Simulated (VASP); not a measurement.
# SrTiO3 (Pm-3m) in VASP: further runs, part 2 of 2

VASP 6.6.1.

## Step 3: Electric field gradients, PBEsol (volume scaled by 1.04)

File INCAR:

```
SYSTEM = SrTiO3
PREC = Accurate
ENCUT = 520
EDIFF = 1E-8
ISMEAR = -1
SIGMA = 0.05
LREAL = .False.
LASPH = .True.
NELM = 100
ALGO = Normal
ISIF = 2
LWAVE = .False.
LCHARG = .False.
GGA = PS
LEFG = .True.
NBANDS = 28
```

File KPOINTS:

```
regular mesh
0
Gamma
  7 7 7
  0 0 0
```

File POSCAR:

```
SrTiO3
1.0
    3.9563874719      0.0000000000      0.0000000000
    0.0000000000      3.9563874719      0.0000000000
    0.0000000000      0.0000000000      3.9563874719
Sr Ti O
1 1 3
Direct
    0.0000000000      0.0000000000      0.0000000000
    0.5000000000      0.5000000000      0.5000000000
    0.0000000000      0.5000000000      0.5000000000
    0.5000000000      0.0000000000      0.5000000000
    0.5000000000      0.5000000000      0.0000000000
```

Potentials or basis: VASP PAW PBE potentials, release 64 (Sr_sv, Ti_sv, O).

The run is started by

```bash
cat potpaw_PBE.64/Sr_sv/POTCAR potpaw_PBE.64/Ti_sv/POTCAR potpaw_PBE.64/O/POTCAR > POTCAR
mpirun -np 1 vasp_std > vasp.out
```

OUTCAR:

```text
SYSTEM = SrTiO3
   PREC = Accurate
   ENCUT = 520
   EDIFF = 1E-8
   ISMEAR = -1
   LREAL = .False.
   LASPH = .True.
   NELM = 100
   ISIF = 2
   GGA = PS

 ion  position               nearest neighbor table
   1  0.000  0.000  0.000-   3 2.80   4 2.80   5 2.80   3 2.80   4 2.80   3 2.80   5 2.80   3 2.80
                             4 2.80   5 2.80   4 2.80   5 2.80   2 3.43   2 3.43   2 3.43   2 3.43
   2  0.500  0.500  0.500-   3 1.98   4 1.98   5 1.98   5 1.98   4 1.98   3 1.98   1 3.43   1 3.43
                             1 3.43   1 3.43   1 3.43   1 3.43   1 3.43   1 3.43
   3  0.000  0.500  0.500-   2 1.98   2 1.98   1 2.80   1 2.80   1 2.80   1 2.80
   4  0.500  0.000  0.500-   2 1.98   2 1.98   1 2.80   1 2.80   1 2.80   1 2.80
   5  0.500  0.500  0.000-   2 1.98   2 1.98   1 2.80   1 2.80   1 2.80   1 2.80

  LATTYP: Found a simple cubic cell.
 ALAT       =     3.9563874719

  Lattice vectors:

 A1 = (   3.9563874719,   0.0000000000,   0.0000000000)
 A2 = (   0.0000000000,   3.9563874719,   0.0000000000)
 A3 = (   0.0000000000,   0.0000000000,   3.9563874719)

Analysis of symmetry for initial positions (statically):
=====================================================================
 Subroutine PRICEL returns:
 Original cell was already a primitive cell.

 Routine SETGRP: Setting up the symmetry group for a
 simple cubic supercell.

 Subroutine GETGRP returns: Found 48 space group operations
 (whereof 48 operations were pure point group operations)
 out of a pool of 48 trial point group operations.

The static configuration has the point symmetry O_h .

Analysis of symmetry for dynamics (positions and initial velocities):
=====================================================================
 Subroutine PRICEL returns:
 Original cell was already a primitive cell.

 Routine SETGRP: Setting up the symmetry group for a
 simple cubic supercell.

 Subroutine GETGRP returns: Found 48 space group operations
 (whereof 48 operations were pure point group operations)
 out of a pool of 48 trial point group operations.

The dynamic configuration has the point symmetry O_h .

 Subroutine INISYM returns: Found 48 space group operations
 (whereof 48 operations are pure point group operations),
 and found     1 'primitive' translations

----------------------------------------------------------------------------------------

                                     Primitive cell

  volume of cell :      61.9293

  direct lattice vectors                    reciprocal lattice vectors
     3.956387472  0.000000000  0.000000000     0.252755830  0.000000000  0.000000000
     0.000000000  3.956387472  0.000000000     0.000000000  0.252755830  0.000000000
     0.000000000  0.000000000  3.956387472     0.000000000  0.000000000  0.252755830

  length of vectors
     3.956387472  3.956387472  3.956387472     0.252755830  0.252755830  0.252755830

  position of ions in fractional coordinates (direct lattice)
     0.000000000  0.000000000  0.000000000
     0.500000000  0.500000000  0.500000000
     0.000000000  0.500000000  0.500000000
     0.500000000  0.000000000  0.500000000
     0.500000000  0.500000000  0.000000000

[... 95 lines left out ...]
  volume/ion in A,a.u.               =      12.39        83.58
  Fermi-wavevector in a.u.,A,eV,Ry     =   1.415129  2.674206 27.246890  2.002590
  Thomas-Fermi vector in A             =   2.536599
   LORBIT       =      0    0 simple, 1 ext, 2 COOP (PROOUT), +10 PAW based schemes
   GGA     = PS    functional components
   LHFCALC =     F    Hartree Fock is set to
   AEXX    =    0.0000 exact exchange contribution
   IVDW    =     0    specifies the selected vdW correction
   LEPSILON=     F    determine dielectric tensor
   LRPA    =     F    only Hartree local field effects (RPA)
 non-spin polarized calculation
  energy-cutoff  :      520.00
  volume of cell :       61.93
 maximum number of plane-waves:      1743
 NGX is ok and might be reduce to    30
   NGX = 15   NGY = 15   NGZ = 15

 number of electron      39.9999983 magnetization

 Free energy of the ion-electron system (eV)
  ---------------------------------------------------
  ext. energy  EPLUGINS =         0.00000000
  ---------------------------------------------------
  free energy    TOTEN  =       -41.94950802 eV

  energy without entropy =      -41.94950802  energy(sigma->0) =      -41.94950802

 E-fermi :   4.5751     XC(G=0): -11.3320

 val. band max:        3.6476146022   @ k =   0.4286   0.4286   0.4286
 cond. band min:       5.4416698798   @ k =   0.0000   0.0000   0.0000
 fundamental gap:      1.7940552776
 Fermi energy:         4.5750957466

 k-point     1 :       0.0000    0.0000    0.0000
  band No.  band energies     occupation
      1     -52.6514      2.00000
      2     -29.0557      2.00000
      3     -28.9873      2.00000
      4     -28.9873      2.00000
      5     -28.9873      2.00000
      6     -13.5069      2.00000
[... 609 lines left out ...]
     27      11.5393      0.00000
     28      11.5393      0.00000

------------------------ aborting loop because EDIFF is reached ----------------------------------------

  FORCE on cell =-STRESS in cart. coord.  units (eV):
  Direction    XX          YY          ZZ          XY          YZ          ZX
  --------------------------------------------------------------------------------------
  -------------------------------------------------------------------------------------
  Total       -2.9859728     -2.9859728     -2.9859728     -0.0000000     -0.0000000      0.0000000
  in kB      -77.2502645    -77.2502645    -77.2502645     -0.0000000     -0.0000000      0.0000000
  external PRESSURE =     -77.2502645 kB  Pullay stress =       0.0000000 kB

 VOLUME and BASIS-vectors are now :
 -----------------------------------------------------------------------------
  energy-cutoff  :      520.00
  volume of cell :       61.93
      direct lattice vectors                 reciprocal lattice vectors
     3.956387472  0.000000000  0.000000000     0.252755830  0.000000000  0.000000000
     0.000000000  3.956387472  0.000000000     0.000000000  0.252755830  0.000000000
     0.000000000  0.000000000  3.956387472     0.000000000  0.000000000  0.252755830

 POSITION                                       TOTAL-FORCE (eV/Angst)
 -----------------------------------------------------------------------------------
      0.00000      0.00000      0.00000         0.000000      0.000000      0.000000
      1.97819      1.97819      1.97819         0.000000      0.000000      0.000000
      0.00000      1.97819      1.97819         0.000000      0.000000      0.000000
      1.97819      0.00000      1.97819         0.000000      0.000000      0.000000
      1.97819      1.97819      0.00000         0.000000      0.000000      0.000000
 -----------------------------------------------------------------------------------
    total drift:                                0.000000      0.000000     -0.000000

  FREE ENERGIE OF THE ION-ELECTRON SYSTEM (eV)
  ---------------------------------------------------
  free  energy   TOTEN  =       -41.9495080247 eV

  energy  without entropy=      -41.9495080222  energy(sigma->0) =      -41.94950802

 Electric field gradients (V/A^2)
---------------------------------------------------------------------
 ion       V_xx      V_yy      V_zz      V_xy      V_xz      V_yz
---------------------------------------------------------------------
   1      -0.000     0.000    -0.000    -0.000     0.000    -0.000
   2      -0.000    -0.000    -0.000     0.000     0.000     0.000
   3      13.306    -6.653    -6.653    -0.000     0.000    -0.000
   4      -6.653    13.306    -6.653    -0.000     0.000    -0.000
   5      -6.653    -6.653    13.306    -0.000     0.000    -0.000
---------------------------------------------------------------------

 Electric field gradients after diagonalization (V/A^2)
 (convention: |V_zz| > |V_xx| > |V_yy|)
----------------------------------------------------------------------
 ion       V_xx      V_yy      V_zz     asymmetry (V_yy - V_xx)/ V_zz
----------------------------------------------------------------------
   1       0.000    -0.000    -0.000       1.218
   2      -0.000    -0.000    -0.000      -0.213
   3      -6.653    -6.653    13.306       0.000
   4      -6.653    -6.653    13.306       0.000
   5      -6.653    -6.653    13.306       0.000
----------------------------------------------------------------------

           NMR quadrupolar parameters

 Cq : quadrupolar parameter    Cq=e*Q*V_zz/h
 eta: asymmetry parameters     (V_yy - V_xx)/ V_zz
 Q  : nuclear electric quadrupole moment in mb (millibarn)
----------------------------------------------------------------------
 ion       Cq(MHz)       eta       Q (mb)
----------------------------------------------------------------------
   1      -0.000       1.218       1.000
   2      -0.000      -0.213       1.000
   3       0.032       0.000       1.000
   4       0.032       0.000       1.000
   5       0.032       0.000       1.000
----------------------------------------------------------------------
```

OSZICAR:

```text
N       E                     dE             d eps       ncg     rms          rms(c)
DAV:   1     0.428204798364E+03    0.42820E+03   -0.21533E+04  1120   0.158E+03
DAV:   2    -0.211810210686E+01   -0.43032E+03   -0.41016E+03  1228   0.433E+02
DAV:   3    -0.492654759743E+02   -0.47147E+02   -0.46691E+02  1532   0.138E+02
[... 13 lines left out ...]
DAV:  17    -0.419495080235E+02   -0.13411E-06   -0.18108E-06  1384   0.790E-03    0.179E-03
DAV:  18    -0.419495080629E+02   -0.39397E-07   -0.15830E-07  1468   0.429E-03    0.149E-03
DAV:  19    -0.419495080387E+02    0.24249E-07   -0.72812E-08  1256   0.394E-03    0.325E-04
DAV:  20    -0.419495080263E+02    0.12405E-07   -0.62703E-09   700   0.582E-04    0.142E-04
DAV:  21    -0.419495080247E+02    0.15489E-08   -0.16600E-09   680   0.273E-04
   1 F= -.41949508E+02 E0= -.41949508E+02  d E =-.255571E-08
```

It used 120 s of CPU time on 1 thread of AMD EPYC 7R13 Processor (Zen 3), on a shared host.

Results:

- Free energy: -41.9495 eV
- Pressure: -7.7 GPa
- Band gap on the k mesh: 1.79 eV, indirect (least direct gap 2.11 eV)

Electric field gradients, principal values (V/Å²):
| atom | least | middle | greatest (by size) |
| --- | --- | --- | --- |
| 1 Sr | 0.000 | 0.000 | 0.000 |
| 2 Ti | 0.000 | 0.000 | 0.000 |
| 3 O | -6.653 | -6.653 | 13.306 |
| 4 O | -6.653 | -6.653 | 13.306 |
| 5 O | -6.653 | -6.653 | 13.306 |

Caveat: without QUAD_EFG the Cq values of the log hold for a quadrupole moment of 1 mb, not for the nuclei; the PAW data sets were made with another functional, which shifts forces and pressure a little.

## Step 4: Electric field gradients, PBEsol (volume scaled by 1.04)

File INCAR:

```
  PREC = Accurate
  ENCUT = 520
  EDIFF = 1E-8
  ISMEAR = -1
  SIGMA = 0.05
  LREAL = F
  LASPH = T
  NELM = 80
  ALGO = Normal
  ISIF = 2
  LWAVE = F
  LCHARG = F
  GGA = PS
  LEFG = T
  NBANDS = 28
```

File KPOINTS:

```
Automatic mesh
0
Gamma
  7 7 7
```

POSCAR is that of step 3.

Potentials or basis: VASP PAW PBE potentials, release 64 (Sr_sv, Ti_sv, O).

The run is started by

```bash
cat potpaw_PBE.64/Sr_sv/POTCAR potpaw_PBE.64/Ti_sv/POTCAR potpaw_PBE.64/O/POTCAR > POTCAR
mpirun -np 1 vasp_std > vasp.out
```

OUTCAR:

```text
PREC = Accurate
   ENCUT = 520
   EDIFF = 1E-8
   ISMEAR = -1
   LREAL = F
   LASPH = T
   NELM = 80
   ISIF = 2
   GGA = PS

 ion  position               nearest neighbor table
   1  0.000  0.000  0.000-   3 2.80   4 2.80   5 2.80   3 2.80   4 2.80   3 2.80   5 2.80   3 2.80
                             4 2.80   5 2.80   4 2.80   5 2.80   2 3.43   2 3.43   2 3.43   2 3.43
   2  0.500  0.500  0.500-   3 1.98   4 1.98   5 1.98   5 1.98   4 1.98   3 1.98   1 3.43   1 3.43
                             1 3.43   1 3.43   1 3.43   1 3.43   1 3.43   1 3.43
   3  0.000  0.500  0.500-   2 1.98   2 1.98   1 2.80   1 2.80   1 2.80   1 2.80
   4  0.500  0.000  0.500-   2 1.98   2 1.98   1 2.80   1 2.80   1 2.80   1 2.80
   5  0.500  0.500  0.000-   2 1.98   2 1.98   1 2.80   1 2.80   1 2.80   1 2.80

  LATTYP: Found a simple cubic cell.
 ALAT       =     3.9563874719

  Lattice vectors:

 A1 = (   3.9563874719,   0.0000000000,   0.0000000000)
 A2 = (   0.0000000000,   3.9563874719,   0.0000000000)
 A3 = (   0.0000000000,   0.0000000000,   3.9563874719)

Analysis of symmetry for initial positions (statically):
=====================================================================
 Subroutine PRICEL returns:
 Original cell was already a primitive cell.

[... 823 lines left out ...]
 -----------------------------------------------------------------------------------
    total drift:                                0.000000      0.000000     -0.000000

  FREE ENERGIE OF THE ION-ELECTRON SYSTEM (eV)
  ---------------------------------------------------
  free  energy   TOTEN  =       -41.9495080247 eV

  energy  without entropy=      -41.9495080222  energy(sigma->0) =      -41.94950802

 Electric field gradients (V/A^2)
---------------------------------------------------------------------
 ion       V_xx      V_yy      V_zz      V_xy      V_xz      V_yz
---------------------------------------------------------------------
   1      -0.000     0.000    -0.000    -0.000     0.000    -0.000
   2      -0.000    -0.000    -0.000     0.000     0.000     0.000
   3      13.306    -6.653    -6.653    -0.000     0.000    -0.000
   4      -6.653    13.306    -6.653    -0.000     0.000    -0.000
   5      -6.653    -6.653    13.306    -0.000     0.000    -0.000
---------------------------------------------------------------------

 Electric field gradients after diagonalization (V/A^2)
 (convention: |V_zz| > |V_xx| > |V_yy|)
----------------------------------------------------------------------
 ion       V_xx      V_yy      V_zz     asymmetry (V_yy - V_xx)/ V_zz
----------------------------------------------------------------------
   1       0.000    -0.000    -0.000       1.218
   2      -0.000    -0.000    -0.000      -0.213
   3      -6.653    -6.653    13.306       0.000
   4      -6.653    -6.653    13.306       0.000
   5      -6.653    -6.653    13.306       0.000
----------------------------------------------------------------------

           NMR quadrupolar parameters

 Cq : quadrupolar parameter    Cq=e*Q*V_zz/h
 eta: asymmetry parameters     (V_yy - V_xx)/ V_zz
 Q  : nuclear electric quadrupole moment in mb (millibarn)
----------------------------------------------------------------------
 ion       Cq(MHz)       eta       Q (mb)
----------------------------------------------------------------------
   1      -0.000       1.218       1.000
   2      -0.000      -0.213       1.000
   3       0.032       0.000       1.000
   4       0.032       0.000       1.000
   5       0.032       0.000       1.000
----------------------------------------------------------------------
```

stdout:

```text
POSCAR found type information on POSCAR SrTiO
 POSCAR found :  3 types and       5 ions
 scaLAPACK will be used
 -----------------------------------------------------------------------------
|                                                                             |
|                                                                             |
|     You enforced a specific xc type in the INCAR file but a different       |
|     I HOPE YOU KNOW WHAT YOU ARE DOING!                                     |
|                                                                             |
 -----------------------------------------------------------------------------

 LDA part: xc-table for (Slater+PW92), standard interpolation
 POSCAR, INCAR and KPOINTS ok, starting setup
 FFT: planning ... GRIDC
 FFT: planning ... GRID_SOFT
 FFT: planning ... GRID
 WAVECAR not read
 entering main loop
ion   1

ion   2

ion   3

ion   4

ion   5
```

It used 150 s of CPU time on 1 thread of AMD EPYC 7R13 Processor (Zen 3) (shared host).

What came out:

- Free energy: -41.9495 eV
- Pressure: -7.7 GPa
- Band gap on the k mesh: 1.79 eV, indirect (least direct gap 2.11 eV)

Electric field gradients, principal values (V/Å²):
```
atom   least  middle  greatest (by size)
1 Sr   0.000   0.000               0.000
2 Ti   0.000   0.000               0.000
 3 O  -6.653  -6.653              13.306
 4 O  -6.653  -6.653              13.306
 5 O  -6.653  -6.653              13.306
```

Caveat: without QUAD_EFG the Cq values of the log hold for a quadrupole moment of 1 mb, not for the nuclei; the PAW data sets were made with another functional, which shifts forces and pressure a little.
